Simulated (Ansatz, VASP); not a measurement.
## One calculation of NaCl, two programs

```
Na Cl
1.0
     3.78237    0.00000    0.00000
     0.00000    3.78237    0.00000
     0.00000    0.00000    3.36210
Na Cl
1 1
Direct
  0.00000 0.00000 0.00000
  0.50000 0.50000 0.50000
```

Change from the starting cell: strain +0.080 along x and y, -0.040 along z, atoms carried along.

Alike in both runs: task single point; functional PBEsol; k mesh 6 × 6 × 6; occupations gaussian, width 0.05 eV; no spin polarisation.

|  | VASP | Ansatz |
| --- | --- | --- |
| version | VASP 6.6.1 | Ansatz 0.2.0 |
| potentials or method | VASP PAW PBE potentials, release 64 (Na_pv, Cl), cutoff 520 eV | scalar-relativistic, plane waves, PAW |
| valence electrons in the cell | 14 | 16 |

Ansatz gave:

* gap on the k mesh at the Fermi level (eV): 2.88
* least direct gap on the mesh (eV): 3.15
* pressure (GPa): -2.9
* traceless stress, the component that is largest in VASP (GPa): 4.94

Problem. Estimate VASP's values.

Solution. gap on the k mesh at the Fermi level (eV): 2.88; least direct gap on the mesh (eV): 3.14; pressure (GPa): -2.9; traceless stress, the component that is largest in VASP (GPa): 4.94.

VASP's potentials were made for PBE, not for PBEsol. The functional is the same, so the differences come from potentials, cutoffs and numerics. VASP's potentials hold 14 valence electrons a cell and Ansatz's 16, so a difference there can come from the potentials and not from the codes.
